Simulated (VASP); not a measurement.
Input of a VASP 6.6.1 run:

Contents of POSCAR:

```
Na2AlHgCl6
1.0
    0.0000000000      5.0512404254      5.0512404254
    5.0512404254      0.0000000000      5.0512404254
    5.0512404254      5.0512404254      0.0000000000
Na Al Hg Cl
2 1 1 6
Direct
    0.7500000000      0.7500000000      0.7500000000
    0.2500000000      0.2500000000      0.2500000000
    0.0000000000      0.0000000000      0.0000000000
    0.5000000000      0.5000000000      0.5000000000
    0.7663287218      0.2336712782      0.2336712782
    0.2336712782      0.2336712782      0.7663287218
    0.2336712782      0.7663287218      0.7663287218
    0.2336712782      0.7663287218      0.2336712782
    0.7663287218      0.2336712782      0.7663287218
    0.7663287218      0.7663287218      0.2336712782
```

INCAR.step1

```
SYSTEM = Na2AlHgCl6
PREC = Accurate
ENCUT = 520
ISMEAR = 0
SIGMA = 0.1
LREAL = .False.
LASPH = .True.
NELM = 80
NBANDS = 46
GGA = PE
ALGO = Normal
EDIFF = 1E-4
LWAVE = .True.
LCHARG = .False.
```

INCAR.step2

```
SYSTEM = Na2AlHgCl6
PREC = Accurate
ENCUT = 520
EDIFF = 1E-6
ISMEAR = 0
SIGMA = 0.1
LREAL = .False.
LASPH = .True.
NELM = 80
ALGO = Normal
ISIF = 2
LWAVE = .False.
LCHARG = .False.
METAGGA = R2SCAN
LMIXTAU = .True.
NBANDS = 46
ISTART = 1
```

KPOINTS

```
regular mesh
0
Gamma
  6 6 6
  0 0 0
```

Potentials or basis: VASP PAW PBE potentials, release 64 (Na_pv, Al, Hg, Cl).

Command:

```console
$ cat potpaw_PBE.64/Na_pv/POTCAR potpaw_PBE.64/Al/POTCAR potpaw_PBE.64/Hg/POTCAR potpaw_PBE.64/Cl/POTCAR > POTCAR
$ cp INCAR.step1 INCAR
$ mpirun -np 1 vasp_std > vasp.out
$ cp INCAR.step2 INCAR
$ mpirun -np 1 vasp_std > vasp.out
```

What does it give for the band gap on the k mesh?

Zero (an odd number of electrons rules out a gap without spin polarisation).

Estimate the pressure.

0.8 GPa.

Forces in eV/Å, atoms in the order of the input:
```
Na   0.000  0.000  0.000
Na   0.000  0.000  0.000
Al   0.000  0.000  0.000
Hg   0.000  0.000  0.000
Cl  -0.707  0.000  0.000
Cl   0.000  0.000 -0.707
Cl   0.707  0.000  0.000
Cl   0.000 -0.707  0.000
Cl   0.000  0.707  0.000
Cl   0.000  0.000  0.707
```

Caveat: the cell differs from its parent crystal (strained); the PAW data sets were made with another functional, which shifts forces and pressure a little; spin-orbit coupling is left out, which moves the levels of the heavy elements; an odd number of electrons without spin polarisation forces a metal; a magnetic or distorted state may lie lower.
